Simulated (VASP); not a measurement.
# ZrTi3C4 (I4/mmm) in VASP: settings compared

Aim: see how the results for ZrTi3C4 move with the level of theory and the settings. Levels: PBE, r2SCAN. Tasks: single point.

Everything below comes from runs of VASP 6.6.1. Logs are shortened: lines on timing, memory, paths and dates and some standing lists are left out, and cuts for length are marked.

## (1) The cell of the first run

It takes space group I4/mmm (No. 139, tetragonal). Conventional cell: a = 4.309 Å, b = 4.309 Å, c = 8.591 Å, α = 90.00°, β = 90.00°, γ = 90.00°. Within 2.9 Å of Zr (site symmetry 4/mmm) lie 6 C at 2.15 to 2.20 Å. Ti (site symmetry 4/mmm) has 6 C at 2.09 to 2.15 Å within 2.8 Å. Ti (site symmetry -4m2) has 6 C at 2.15 to 2.16 Å within 2.8 Å. C (site symmetry 4mm) has 5 Ti at 2.09 to 2.16 Å and 1 Zr at 2.20 Å within 2.8 Å. C (site symmetry mmm) has 4 Ti at 2.15 Å and 2 Zr at 2.15 Å within 2.8 Å.

## (2) Single point, PBE (9.97 Å³/atom)

INCAR reads:

```
SYSTEM = ZrTi3C4
PREC = Accurate ; ENCUT = 520
EDIFF = 1E-6 ; ISMEAR = 0
SIGMA = 0.1 ; LREAL = .FALSE.
LASPH = .TRUE. ; NELM = 80
ALGO = Normal ; ISIF = 2
LWAVE = .FALSE. ; LCHARG = .FALSE.
GGA = PE ; NBANDS = 42
```

KPOINTS reads:

```
regular mesh
0
G
  12 12 12
  0 0 0
```

POSCAR reads:

```
ZrTi3C4
1.0
   -2.1545560026      2.1545560026      4.2954952660
    2.1545560026     -2.1545560026      4.2954952660
    2.1545560026      2.1545560026     -4.2954952660
Zr Ti C
1 3 4
Direct
    0.5000000000      0.5000000000      0.0000000000
    0.0000000000      0.0000000000      0.0000000000
    0.7500000000      0.2500000000      0.5000000000
    0.2500000000      0.7500000000      0.5000000000
    0.2435089430      0.2435089430      0.0000000000
    0.0000000000      0.5000000000      0.5000000000
    0.7564910570      0.7564910570      0.0000000000
    0.5000000000      0.0000000000      0.5000000000
```

Potentials or basis: VASP PAW PBE potentials, release 64 (Zr_sv, Ti_sv, C).

Run with:

```sh
> cat potpaw_PBE.64/Zr_sv/POTCAR potpaw_PBE.64/Ti_sv/POTCAR potpaw_PBE.64/C/POTCAR > POTCAR
> mpirun -np 1 vasp_std > vasp.out
```

OUTCAR:

```text
SYSTEM = ZrTi3C4
   PREC = Accurate
   ENCUT = 520
   EDIFF = 1E-6
   ISMEAR = 0
   LREAL = .FALSE.
   LASPH = .TRUE.
   NELM = 80
   ISIF = 2
   GGA = PE

 ion  position               nearest neighbor table
   1  0.500  0.500  0.000-   6 2.15   8 2.15   8 2.15   6 2.15   7 2.20   5 2.20   3 3.04   4 3.04
                             3 3.04   4 3.04   4 3.04   4 3.04   3 3.04   3 3.04   2 3.05   2 3.05
   2  0.000  0.000  0.000-   5 2.09   7 2.09   6 2.15   8 2.15   6 2.15   8 2.15   1 3.05   1 3.05
                             1 3.05   1 3.05
   3  0.750  0.250  0.500-   6 2.15   8 2.15   7 2.16   5 2.16   7 2.16   5 2.16   1 3.04   1 3.04
                             1 3.04   1 3.04
   4  0.250  0.750  0.500-   6 2.15   8 2.15   7 2.16   5 2.16   7 2.16   5 2.16   1 3.04   1 3.04
                             1 3.04   1 3.04
   5  0.244  0.244  0.000-   2 2.09   4 2.16   3 2.16   3 2.16   4 2.16   1 2.20
   6  0.000  0.500  0.500-   3 2.15   4 2.15   1 2.15   2 2.15   2 2.15   1 2.15
   7  0.756  0.756  0.000-   2 2.09   3 2.16   4 2.16   3 2.16   4 2.16   1 2.20
   8  0.500  0.000  0.500-   3 2.15   4 2.15   1 2.15   2 2.15   1 2.15   2 2.15

  LATTYP: Found a body centered tetragonal cell.
 ALAT       =     4.3091120052
 C/A-ratio  =     1.9936800254

  Lattice vectors:

 A1 = (  -2.1545560026,   2.1545560026,   4.2954952660)
 A2 = (   2.1545560026,  -2.1545560026,   4.2954952660)
 A3 = (   2.1545560026,   2.1545560026,  -4.2954952660)

Analysis of symmetry for initial positions (statically):
=====================================================================
 Subroutine PRICEL returns:
 Original cell was already a primitive cell.

 Routine SETGRP: Setting up the symmetry group for a
 body centered tetragonal supercell.

 Subroutine GETGRP returns: Found 16 space group operations
 (whereof 16 operations were pure point group operations)
 out of a pool of 16 trial point group operations.

The static configuration has the point symmetry D_4h.

Analysis of symmetry for dynamics (positions and initial velocities):
=====================================================================
 Subroutine PRICEL returns:
 Original cell was already a primitive cell.

 Routine SETGRP: Setting up the symmetry group for a
 body centered tetragonal supercell.

 Subroutine GETGRP returns: Found 16 space group operations
 (whereof 16 operations were pure point group operations)
 out of a pool of 16 trial point group operations.

The dynamic configuration has the point symmetry D_4h.

 Subroutine INISYM returns: Found 16 space group operations
[... 116 lines left out ...]
   ISYM   =      2    0-nonsym 1-usesym 2-fastsym
   POTIM  = 0.5000    time-step for ionic-motion
   TEBEG  =    0.0;   TEEND  =   0.0 temperature during run
   PSTRESS=    0.0 pullay stress
   NELECT =      64.0000    total number of electrons
   NUPDOWN=      -1.0000    fix difference up-down
   EMIN   =  10.00;   EMAX   =-10.00  energy-range for DOS
   EFERMI =   0.00;   METHOD = LEGACY
   ISMEAR =     0;   SIGMA  =   0.10  broadening in eV -4-tet -1-fermi 0-gaus
   EFERMI_NEDOS =   21; number of points for ismear=-14 and -15
   IALGO  =     38    algorithm
   IMIX   =      4    mixing-type and parameters
     AMIX     =   0.40;   BMIX     =  1.00
     AMIX_MAG =   1.60;   BMIX_MAG =  1.00
  volume/ion in A,a.u.               =       9.97        67.28
  Fermi-wavevector in a.u.,A,eV,Ry     =   1.521266  2.874776 31.487295  2.314251
  Thomas-Fermi vector in A             =   2.630005
   LORBIT       =      0    0 simple, 1 ext, 2 COOP (PROOUT), +10 PAW based schemes
   GGA     = PE    functional components
   LHFCALC =     F    Hartree Fock is set to
   AEXX    =    0.0000 exact exchange contribution
   IVDW    =     0    specifies the selected vdW correction
   LEPSILON=     F    determine dielectric tensor
   LRPA    =     F    only Hartree local field effects (RPA)
 non-spin polarized calculation
 Gauss-broadening in eV      SIGMA  =   0.10
  energy-cutoff  :      520.00
  volume of cell :       79.76
 maximum number of plane-waves:      2178
   NGX = 19   NGY = 19   NGZ = 19

 number of electron      64.0000001 magnetization

 Free energy of the ion-electron system (eV)
  ---------------------------------------------------
  ext. energy  EPLUGINS =         0.00000000
  ---------------------------------------------------
  free energy    TOTEN  =       -74.41666830 eV

  energy without entropy =      -74.41042258  energy(sigma->0) =      -74.41354544

 E-fermi :  10.5184     XC(G=0): -12.9748

 val. band max:       10.5148452155   @ k =  -0.1667  -0.1667   0.1667
 cond. band min:      10.5241153196   @ k =  -0.4167   0.5000   0.4167
 fundamental gap:      0.0092701042
 Fermi energy:        10.5184411115

 k-point     1 :       0.0000    0.0000    0.0000
  band No.  band energies     occupation
      1     -45.9510      2.00000
      2     -45.8869      2.00000
      3     -45.8040      2.00000
      4     -36.6815      2.00000
      5     -22.3839      2.00000
      6     -22.3450      2.00000
[... 1069 lines left out ...]
     41      14.3071      0.00000
     42      14.9655      0.00000

 [... further k-points ...]

------------------------ aborting loop because EDIFF is reached ----------------------------------------

  FORCE on cell =-STRESS in cart. coord.  units (eV):
  Direction    XX          YY          ZZ          XY          YZ          ZX
  --------------------------------------------------------------------------------------
  -------------------------------------------------------------------------------------
  Total       13.5565692     13.5565692     13.5849148      0.0000000      0.0000000      0.0000000
  in kB      272.3150030    272.3150030    272.8843882      0.0000000      0.0000000      0.0000000
  external PRESSURE =     272.5047981 kB  Pullay stress =       0.0000000 kB

 VOLUME and BASIS-vectors are now :
 -----------------------------------------------------------------------------
  energy-cutoff  :      520.00
  volume of cell :       79.76
      direct lattice vectors                 reciprocal lattice vectors
    -2.154556003  2.154556003  4.295495266     0.000000000  0.232066374  0.116401013
     2.154556003 -2.154556003  4.295495266     0.232066374  0.000000000  0.116401013
     2.154556003  2.154556003 -4.295495266     0.232066374  0.232066374  0.000000000

 POSITION                                       TOTAL-FORCE (eV/Angst)
 -----------------------------------------------------------------------------------
      0.00000      0.00000      4.29550        -0.000000     -0.000000     -0.000000
      0.00000      0.00000      0.00000        -0.000000     -0.000000     -0.000000
     -0.00000      2.15456      2.14775        -0.000000     -0.000000      0.000000
      2.15456     -0.00000      2.14775        -0.000000     -0.000000      0.000000
      0.00000      0.00000      2.09198         0.000000      0.000000     -0.003856
      2.15456      0.00000      0.00000        -0.000000     -0.000000     -0.000000
      0.00000      0.00000      6.49901        -0.000000     -0.000000      0.003856
      0.00000      2.15456      0.00000        -0.000000     -0.000000     -0.000000
 -----------------------------------------------------------------------------------
    total drift:                               -0.000000     -0.000000      0.000000

  FREE ENERGIE OF THE ION-ELECTRON SYSTEM (eV)
  ---------------------------------------------------
  free  energy   TOTEN  =       -74.4166682951 eV

  energy  without entropy=      -74.4104225755  energy(sigma->0) =      -74.41354544
```

stdout:

```text
POSCAR found type information on POSCAR ZrTiC
 POSCAR found :  3 types and       8 ions
 scaLAPACK will be used
 LDA part: xc-table for (Slater+PW92), standard interpolation
 POSCAR, INCAR and KPOINTS ok, starting setup
 FFT: planning ... GRIDC
 FFT: planning ... GRID_SOFT
 FFT: planning ... GRID
 WAVECAR not read
 entering main loop
```

It took 7.4 min on 1 thread of AMD EPYC 9R45 (Zen 5), shared host; peak memory 0.55 GiB.

What came out:

```
Free energy            : -74.4167 eV
Pressure               : 27.3 GPa
Largest force          : 0.004 eV/Å
Band gap on the k mesh : zero (bands 32 and 33 overlap by 1.11 eV)
```

Forces in eV/Å, atoms in the order of the input:
```
Zr   0.000  0.000  0.000
Ti   0.000  0.000  0.000
Ti   0.000  0.000  0.000
Ti   0.000  0.000  0.000
C    0.000  0.000 -0.004
C    0.000  0.000  0.000
C    0.000  0.000  0.004
C    0.000  0.000  0.000
```

Caveat: the cell stands under pressure.

[end of part 1 of 2]
